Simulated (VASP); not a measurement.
Crystal: Bi2Se3.

```
Bi Se
1.0
     2.05760    1.18795    9.48127
    -2.05760    1.18795    9.48127
     0.00000   -2.37591    9.48127
Bi Se
2 3
Cartesian
  0.0000 0.0000 17.0435
  0.0000 0.0000 11.4003
  0.0000 0.0000 22.4223
  0.0000 0.0000 6.0216
  0.0000 0.0000 0.0000
```

Base run:

```yaml
Program: VASP 6.6.1
Functional: BLYP
Potentials_or_basis: VASP PAW PBE potentials, release 64 (Bi_d, Se)
Cutoff: 520 eV
k_mesh: 8 × 8 × 8
Occupations: fermi-dirac, width 0.05 eV
Spin: no spin polarisation
```

Its results: band gap on the k mesh 0.25 eV; pressure 8.1 GPa; largest force 0.509 eV/Å.

**Question.** The run is repeated on the same cell with these changes: functional from BLYP to PBE. What comes out?

**Answer.** Band gap on the k mesh 0.20 eV; pressure 4.0 GPa; largest force 0.335 eV/Å.

PBE binds more tightly than BLYP, so the same cell stands under less pressure.

Caveats: the cell stands under pressure; spin-orbit coupling is left out, which moves the levels of the heavy elements; the PAW data sets were made with another functional, which shifts forces and pressure a little (at least some runs).

A k mesh can miss the band edges.
